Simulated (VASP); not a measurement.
Write the native input for VASP 6.6.1 that does the following.

```yaml
Task: single point
Functional: r2SCAN
Potentials_or_basis: VASP PAW PBE potentials, release 64 (Hf_pv)
Cutoff: 520 eV
k_mesh: 8 × 8 × 8
Occupations: gaussian, width 0.1 eV
Spin: no spin polarisation
Dipole_correction: no
Further_INCAR_settings: ALGO = Normal; EDIFF = 1e-06; NBANDS = 11
```

Crystal: Hf.

```xyz
1
Lattice="0.0000 2.2441 2.2441 2.2441 0.0000 2.2441 2.2441 2.2441 0.0000" Properties=species:S:1:pos:R:3 pbc="T T T"
Hf    0.0000    0.0000    0.0000
```

This isn't the form of Hf at room conditions, which is hcp.

The input as run:

POSCAR

```
Hf
1.0
    0.0000000000      2.2441030963      2.2441030963
    2.2441030963      0.0000000000      2.2441030963
    2.2441030963      2.2441030963      0.0000000000
Hf
1
Direct
    0.0000000000      0.0000000000      0.0000000000
```

INCAR.step1

```
ALGO = Normal
EDIFF = 1E-4
ENCUT = 520
GGA = PE
ISMEAR = 0
LASPH = T
LCHARG = F
LREAL = F
LWAVE = T
NBANDS = 11
NELM = 100
PREC = Accurate
SIGMA = 0.1
```

INCAR.step2

```
ALGO = Normal
EDIFF = 1E-6
ENCUT = 520
ISIF = 2
ISMEAR = 0
ISTART = 1
LASPH = T
LCHARG = F
LMIXTAU = T
LREAL = F
LWAVE = F
METAGGA = R2SCAN
NBANDS = 11
NELM = 100
PREC = Accurate
SIGMA = 0.1
```

KPOINTS

```
k-points
0
Gamma
  8 8 8
```

Potentials or basis: VASP PAW PBE potentials, release 64 (Hf_pv).

Run with:

```console
$ cat potpaw_PBE.64/Hf_pv/POTCAR > POTCAR
$ cp INCAR.step1 INCAR
$ mpirun -np 1 vasp_std > vasp.out
$ cp INCAR.step2 INCAR
$ mpirun -np 1 vasp_std > vasp.out
```

It gave:

- Pressure: -1.0 GPa
- Band gap on the k mesh: zero (bands 5 and 6 overlap by 2.03 eV)

Caveat: the PAW data sets were made with another functional, which shifts forces and pressure a little; spin-orbit coupling is left out, which moves the levels of the heavy elements.

Wall time 39 s on 1 thread of Intel Xeon 8259CL, with other jobs on the host, peak memory 0.14 GiB.
